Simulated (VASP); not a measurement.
LaAs, 2 atoms in the cell. Symmetry: Fm-3m, No. 225, cubic system. The conventional cell has a = 6.151 Å, b = 6.151 Å, c = 6.151 Å, α = 90.00°, β = 90.00°, γ = 90.00°. Within 4.0 Å of La (site symmetry m-3m) lie 6 As at 3.08 Å. As (site symmetry m-3m) has 6 La at 3.08 Å within 4.0 Å. 

```yaml
Program: VASP 6.6.1
Task: relaxation of cell and atoms
Functional: PBEsol
Potentials_or_basis: VASP PAW PBE potentials, release 64 (La, As)
Cutoff: 600 eV
k_mesh: 14 × 14 × 14
Occupations: fermi-dirac, width 0.1 eV
Spin: no spin polarisation
Dipole_correction: no
Further_INCAR_settings: ALGO = Normal; EDIFF = 1e-07; IBRION = 2; EDIFFG = -0.002; NSW = 100; ISIF = 3
```

Potentials or basis: VASP PAW PBE potentials, release 64 (La, As).

Launch:

```sh
$ cat potpaw_PBE.64/La/POTCAR potpaw_PBE.64/As/POTCAR > POTCAR
$ mpirun -np 1 vasp_std > vasp.out
```

Hardware: 1 thread of Intel(R) Xeon(R) 6975P-C (Granite Rapids), on a shared host.

Task: How long does it take, and how much memory?

Result: Wall time 2 min on 1 thread of Intel(R) Xeon(R) 6975P-C (Granite Rapids) (shared host), peak memory 0.32 GiB. Counts: scf iterations 35, k points 104, ion steps 3.
